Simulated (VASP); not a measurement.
**TaSi (CsCl type): single point with PBEsol**

Crystal: TaSi (CsCl type).

```
CELL_PARAMETERS angstrom
3.07149 0.00000 0.00000
0.00000 3.07149 0.00000
0.00000 0.00000 3.07149
ATOMIC_POSITIONS crystal
Ta 0.00000 0.00000 0.00000
Si 0.50000 0.50000 0.50000
```

This cell differs from its parent crystal: volume scaled by 0.95, level accurate.

* Program: VASP 6.6.1
* Task: single point
* Functional: PBEsol
* Potentials or basis: VASP PAW PBE potentials, release 64 (Ta_pv, Si)
* Cutoff: 520 eV
* k mesh: 14 × 14 × 14
* Occupations: fermi-dirac, width 0.05 eV
* Spin: no spin polarisation

* Pressure: 11.6 GPa

Levels at points of the mesh, in eV from the Fermi level:
```tsv
k point	band 4	band 5	band 6	band 7	band 8	band 9	band 10	band 11
(0.00, 0.00, 0.00)	-12.38	-3.11	-3.11	2.56	2.56	2.56	3.04	3.04
(0.50, 0.00, 0.00)	-8.40	-7.65	-1.71	-1.15	-1.15	3.72	5.29	5.40
(0.50, 0.50, 0.00)	-8.57	-3.31	-3.31	-3.12	0.48	0.48	5.10	5.67
(0.50, 0.50, 0.50)	-5.73	-5.73	-5.73	-3.70	3.63	3.63	3.63	5.88
```

Wall time 10 s on 1 thread of Intel(R) Xeon(R) 6975P-C (Granite Rapids) (shared host), peak memory 0.17 GiB.

Caveat: the PAW data sets were made with another functional, which shifts forces and pressure a little; spin-orbit coupling is left out, which moves the levels of the heavy elements.
